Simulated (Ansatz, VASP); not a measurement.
# One calculation of BP, two programs

Contents of INCAR:

```
SYSTEM = BP
ALGO     = Normal         ! electronic algorithm
EDIFF    = 1E-6           ! SCF threshold, eV
ENCUT    = 500            ! plane-wave cutoff, eV
GGA      = PE             ! functional
GGA_COMPAT= .FALSE.      
ISIF     = 2              ! what is computed and relaxed
ISMEAR   = 0              ! smearing method
LASPH    = .TRUE.         ! aspherical terms in the spheres
LCHARG   = .FALSE.        ! write CHGCAR
LREAL    = .FALSE.        ! projectors in reciprocal space
LWAVE    = .FALSE.        ! write WAVECAR
NBANDS   = 11             ! bands
NELM     = 120            ! most SCF steps
PREC     = Accurate       ! precision mode
SIGMA    = 0.05           ! smearing width, eV
```

The input KPOINTS:

```
k-points
0
G
  12 12 12
  0 0 0
```

File POSCAR:

```
BP
1.0
    0.0000000000      2.2742113012      2.2742113012
    2.2742113012      0.0000000000      2.2742113012
    2.2742113012      2.2742113012      0.0000000000
B P
1 1
Direct
    0.0000000000      0.0000000000      0.0000000000
    0.7500000000      0.7500000000      0.7500000000
```

Input for Ansatz:

```yaml
crystal:
  lattice:
    - [0.0, 2.2742113012, 2.2742113012]
    - [2.2742113012, 0.0, 2.2742113012]
    - [2.2742113012, 2.2742113012, 0.0]
  atoms:
    - { symbol: B, position: [0.0, 0.0, 0.0] }
    - { symbol: P, position: [0.75, 0.75, 0.75] }
basis:
  ecutwfc: 420
  ecutrho_ratio: 4
kpoints:
  mp_grid: { grid: [12, 12, 12] }
hamiltonian:
  xc: pbe
scf:
  occupations: { method: gaussian, width: 0.05 }
output:
  forces: true
  stress: true
  eigenvalues: true
```

Alike in both runs: task single point; functional PBE; k mesh 12 × 12 × 12; occupations gaussian, width 0.05 eV; no spin polarisation.

|  | VASP | Ansatz |
| --- | --- | --- |
| version | VASP 6.6.1 | Ansatz 0.2.0 |
| potentials or method | VASP PAW PBE potentials, release 64 (B, P), cutoff 500 eV | scalar-relativistic, plane waves, PAW |
| valence electrons in the cell | 8 | 8 |

|  | VASP | Ansatz | Ansatz less VASP |
| --- | --- | --- | --- |
| gap on the k mesh at the Fermi level (eV) | 1.25 | 1.25 | +0.004 |
| least direct gap on the mesh (eV) | 3.39 | 3.39 | +0.003 |
| pressure (GPa) | -0.2 | 0.0 | +0.23 |
